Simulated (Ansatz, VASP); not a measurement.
Ta2Si in VASP and in Ansatz

File INCAR:

```
SYSTEM = Ta2Si
PREC = Accurate
ENCUT = 520
EDIFF = 1E-6
ISMEAR = 0
SIGMA = 0.15
LREAL = .FALSE.
LASPH = .TRUE.
NELM = 80
ALGO = Fast
ISIF = 2
LWAVE = .FALSE.
LCHARG = .FALSE.
GGA = PS
NBANDS = 35
```

File KPOINTS:

```
Automatic mesh
0
G
  12 12 12
  0 0 0
```

POSCAR

```
Ta2Si
1.0
   -2.8229065819      2.8229065819      2.6206953359
    2.8229065819     -2.8229065819      2.6206953359
    2.8229065819      2.8229065819     -2.6206953359
Ta Si
4 2
Direct
    0.6630661939      0.8369338061      0.5000000000
    0.8369338061      0.3369338061      0.1738676123
    0.3369338061      0.1630661939      0.5000000000
    0.1630661939      0.6630661939      0.8261323878
    0.2500000000      0.2500000000      0.0000000000
    0.7500000000      0.7500000000      0.0000000000
```

Input for Ansatz:

```yaml
crystal:
  lattice:
    - [-2.8229065819, 2.8229065819, 2.6206953359]
    - [2.8229065819, -2.8229065819, 2.6206953359]
    - [2.8229065819, 2.8229065819, -2.6206953359]
  atoms:
    - { symbol: Ta, position: [0.6630661939, 0.8369338061, 0.5] }
    - { symbol: Ta, position: [0.8369338061, 0.3369338061, 0.1738676123] }
    - { symbol: Ta, position: [0.3369338061, 0.1630661939, 0.5] }
    - { symbol: Ta, position: [0.1630661939, 0.6630661939, 0.8261323878] }
    - { symbol: Si, position: [0.25, 0.25, 0.0] }
    - { symbol: Si, position: [0.75, 0.75, 0.0] }
basis:
  ecutwfc: 420
kpoints:
  mp_grid: { grid: [12, 12, 12] }
hamiltonian:
  xc: pbesol
scf:
  occupations: { method: gaussian, width: 0.15 }
output:
  forces: true
  stress: true
  eigenvalues: true
```

Change from the starting cell: strain -0.080 along x and y, +0.040 along z, atoms carried along.

Alike in both runs: task single point; functional PBEsol; k mesh 12 × 12 × 12; occupations gaussian, width 0.15 eV; no spin polarisation.

|  | VASP | Ansatz |
| --- | --- | --- |
| version | VASP 6.6.1 | Ansatz 0.2.0 |
| potentials or method | VASP PAW PBE potentials, release 64 (Ta_pv, Si), cutoff 520 eV | scalar-relativistic, plane waves, PAW |
| valence electrons in the cell | 52 | 60 |

|  | VASP | Ansatz | Ansatz less VASP |
| --- | --- | --- | --- |
| gap on the k mesh at the Fermi level (eV) | none | none | - |
| pressure (GPa) | 41.0 | 40.3 | -0.69 |
| traceless stress, the component that is largest in VASP (GPa) | -22.00 | -21.92 | +0.080 |
| rms of the force components (eV/Å) | 0.029 | 0.028 | -0.0015 |

VASP's potentials were made for PBE, not for PBEsol. Atom by atom the forces differ by 0.001 eV/Å (rms over components). A gap of «none» marks a metal or a gap that the smearing closes. Both programs put the cell under a high pressure, so it lies far from rest at this level. With one functional, cell and mesh, what is left measures potentials, basis and numerics. VASP's potentials hold 52 valence electrons a cell and Ansatz's 60, so a difference there can come from the potentials and not from the codes.

Neither program's run includes spin-orbit coupling.
